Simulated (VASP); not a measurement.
# HfO2: single point with LDA

Crystal: HfO2.

```xyz
12
Lattice="5.0474 0.0000 -0.0001 0.0000 5.1399 0.0000 -0.8683 0.0000 5.1431" Properties=species:S:1:pos:R:3 pbc="T T T"
Hf    0.7871    2.3501    3.6429
Hf    2.9579    4.9200    4.0716
Hf    3.3921    2.7898    1.5000
Hf    1.2212    0.2198    1.0714
O     1.4004    3.8112    5.0465
O     2.3446    1.2413    2.6679
O     2.7787    1.3286    0.0964
O     1.8346    3.8986    2.4750
O     0.0744    1.7514    1.7375
O     4.5389    4.3214    0.8339
O     4.1047    3.3884    3.4054
O    -0.3597    0.8185    4.3091
```

* Program: VASP 6.6.1
* Task: single point
* Functional: LDA
* Potentials or basis: VASP PAW LDA potentials, release 64 (Hf_pv, O)
* Cutoff: 520 eV
* k mesh: 4 × 4 × 4
* Occupations: gaussian, width 0.01 eV
* Spin: no spin polarisation
* Dipole correction: no
* Further INCAR settings: ALGO = Normal; EDIFF = 1e-07; NBANDS = 56

```json
{"Pressure": "-2.5 GPa", "Largest force": "0.057 eV/Å", "Band gap on the k mesh": "3.91 eV, indirect (least direct gap 4.01 eV)"}
```

Forces on the atoms (eV/Å):
```
Hf  -0.025 -0.007 -0.050
Hf   0.025 -0.007  0.050
Hf   0.025  0.007  0.050
Hf  -0.025  0.007 -0.050
O    0.038  0.003  0.004
O   -0.038  0.003 -0.004
O   -0.038 -0.003 -0.004
O    0.038 -0.003  0.004
O    0.004 -0.006  0.039
O   -0.004 -0.006 -0.039
O   -0.004  0.006 -0.039
O    0.004  0.006  0.039
```

Stress tensor (GPa, compression positive):
```
-2.41  0.00 -0.13
 0.00 -2.46  0.00
-0.13  0.00 -2.52
```

Levels at points of the mesh, in eV from the valence-band top:
```tsv
k point	band 42	band 43	band 44	band 45	band 46	band 47
(0.00, 0.00, 0.00)	-0.51	-0.19	0.00	4.36	5.10	5.19
(0.50, 0.00, 0.00)	-0.66	-0.41	-0.10	3.91	5.07	5.26
(0.00, 0.50, 0.00)	-0.89	-0.47	-0.47	4.95	4.95	5.57
(0.50, 0.50, 0.00)	-1.00	-0.65	-0.65	4.69	4.69	5.23
(0.00, 0.00, 0.50)	-0.90	-0.50	-0.50	4.66	4.66	5.20
(0.50, 0.00, 0.50)	-1.04	-0.46	-0.46	4.28	4.28	5.46
(0.00, 0.50, 0.50)	-0.95	-0.64	-0.64	4.86	4.86	5.09
(0.50, 0.50, 0.50)	-1.14	-0.74	-0.74	4.51	4.51	5.22
```

It took 3.5 min on 1 thread of Intel(R) Xeon(R) Platinum 8488C (Sapphire Rapids), on a shared host, peak memory 0.29 GiB.

Caveat: spin-orbit coupling is left out, which moves the levels of the heavy elements. A hybrid or GW would open this gap; LDA tends to underestimate it.
